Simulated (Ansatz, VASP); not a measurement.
## One calculation of TiB2, two programs

INCAR

```
PREC = Accurate
ENCUT = 520
EDIFF = 1E-7
ISMEAR = -1
SIGMA = 0.08
LREAL = F
LASPH = T
NELM = 60
ALGO = Normal
ISIF = 2
LWAVE = F
LCHARG = F
GGA = PS
NBANDS = 16
```

File KPOINTS:

```
regular mesh
0
Gamma
  15 15 13
```

POSCAR

```
TiB2
1.0
    3.0291982016     -0.0151459910     -0.0151459910
   -1.5277159138      2.6309355912     -0.0055438175
   -0.0161420000     -0.0161420000      3.2284000000
Ti B
1 2
Direct
    0.0000000000      0.0000000000      0.0000000000
    0.3333333333      0.6666666667      0.5000000000
    0.6666666667      0.3333333333      0.5000000000
```

Input for Ansatz:

```yaml
crystal:
  lattice:
    - [3.0291982016, -0.015145991, -0.015145991]
    - [-1.5277159138, 2.6309355912, -0.0055438175]
    - [-0.016142, -0.016142, 3.2284]
  atoms:
    - { symbol: Ti, position: [0.0, 0.0, 0.0] }
    - { symbol: B, position: [0.3333333333, 0.6666666667, 0.5] }
    - { symbol: B, position: [0.6666666667, 0.3333333333, 0.5] }
kpoints:
  mp_grid: { grid: [15, 15, 13] }
  band_path:
    path:
      - [0.0, 0.0, 0.0]
      - [0.0, 0.0, 0.5]
      - [-0.5, 0.5, 0.0]
      - [0.0, 0.0, 0.0]
      - [0.0, -0.5, 0.0]
      - [-0.5, 0.0, 0.5]
      - [0.0, 0.0, 0.0]
      - [-0.5, 0.0, 0.0]
      - [0.0, -0.5, 0.5]
    npoints: 5
scf:
  occupations: { method: fermi_dirac, width: 0.08 }
hamiltonian:
  xc: pbesol
  pseudopotentials: { kind: all_electron, lapw: { basis_error: 0.001 } }
output:
  forces: true
  stress: true
  eigenvalues: true
```

Change from the starting cell: equal xy, yz and zx shear strains of -1 %.

Alike in both runs: task single point; functional PBEsol; k mesh 15 × 15 × 13; occupations fermi-dirac, width 0.08 eV; no spin polarisation.

```csv
,VASP,Ansatz
version,VASP 6.6.1,Ansatz 0.2.0
potentials or method,"VASP PAW PBE potentials, release 64 (Ti_sv, B), cutoff 520 eV","all-electron LAPW, scalar-relativistic"
```

VASP gave:

| Quantity | Value |
| --- | --- |
| pressure (GPa) | -4.7 |
| traceless stress, the component that is largest in VASP (GPa) | 2.99 |
| rms of the force components (eV/Å) | 0.017 |

Task: Which values does Ansatz return?

Result: Pressure (GPa): -5.1; traceless stress, the component that is largest in VASP (GPa): 2.99; rms of the force components (eV/Å): 0.017.

VASP's potentials were made for PBE, not for PBEsol. Atom by atom the forces differ by 0.001 eV/Å (rms over components). Ansatz ran all-electron here, and VASP with PAW potentials.
